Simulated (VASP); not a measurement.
Write the native input for VASP 6.6.1 that does the following.

| Property | Result |
| --- | --- |
| Task | single point |
| Functional | LDA |
| Potentials or basis | VASP PAW LDA potentials, release 64 (B, N) |
| Cutoff | 520 eV |
| k mesh | 12 × 12 × 12 |
| Occupations | gaussian, width 0.01 eV |
| Spin | no spin polarisation |
| Dipole correction | no |
| Further INCAR settings | ALGO = Normal; EDIFF = 1e-06; NBANDS = 11 |

The structure of BN lies in POSCAR:

```
BN
1.0
    0.0000000000      1.8021308893      1.8021308893
    1.8021308893      0.0000000000      1.8021308893
    1.8021308893      1.8021308893      0.0000000000
B N
1 1
Direct
    0.0000000000      0.0000000000      0.0000000000
    0.7500000000      0.7500000000      0.7500000000
```

This cell differs from its parent crystal: volume scaled by 1.02.

The input as run:

INCAR

```
SYSTEM = BN
PREC     = Accurate       ! precision mode
ENCUT    = 520            ! plane-wave cutoff, eV
EDIFF    = 1E-6           ! SCF threshold, eV
ISMEAR   = 0              ! smearing method
SIGMA    = 0.01           ! smearing width, eV
LREAL    = .FALSE.        ! projectors in reciprocal space
LASPH    = .TRUE.         ! aspherical terms in the spheres
NELM     = 100            ! most SCF steps
ALGO     = Normal         ! electronic algorithm
ISIF     = 2              ! what is computed and relaxed
LWAVE    = .FALSE.        ! write WAVECAR
LCHARG   = .FALSE.        ! write CHGCAR
GGA      = CA             ! functional
NBANDS   = 11             ! bands
```

KPOINTS

```
regular mesh
0
G
  12 12 12
  0 0 0
```

Potentials or basis: VASP PAW LDA potentials, release 64 (B, N).

Run with:

```console
$ cat potpaw_LDA.64/B/POTCAR potpaw_LDA.64/N/POTCAR > POTCAR
$ mpirun -np 1 vasp_std > vasp.out
```

It gave:

The pressure is -6.7 GPa and the band gap on the k mesh is 4.35 eV, indirect (least direct gap 8.73 eV).

It took 4.2 s on 1 thread of AMD EPYC 9R45 96-Core Processor (Zen 5) (shared host), peak memory 0.08 GiB.
